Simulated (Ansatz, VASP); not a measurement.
**Two plane-wave programs on BAs**

```
B As
1.0
     0.00000    2.40456    2.40456
     2.40456    0.00000    2.40456
     2.40456    2.40456    0.00000
B As
1 1
Direct
  0.00000 0.00000 0.00000
  0.25000 0.25000 0.25000
```

Alike in both runs: task single point; functional PBE; k mesh 8 × 8 × 8; no spin polarisation.

|  | VASP | Ansatz |
| --- | --- | --- |
| version | VASP 6.6.1 | Ansatz 0.2.0 |
| potentials or method | VASP PAW PBE potentials, release 64 (B, As), cutoff 500 eV | scalar-relativistic, plane waves, PAW |
| occupations | gaussian, width 0.01 eV | fixed |
| valence electrons in the cell | 8 | 18 |

```tsv
	VASP	Ansatz	Ansatz less VASP
gap on the k mesh at the Fermi level (eV)	1.21	1.22	+0.008
least direct gap on the mesh (eV)	3.25	3.25	+0.003
pressure (GPa)	0.6	0.0	-0.60
```

VASP's potentials hold 8 valence electrons a cell and Ansatz's 18, so a difference there can come from the potentials and not from the codes.
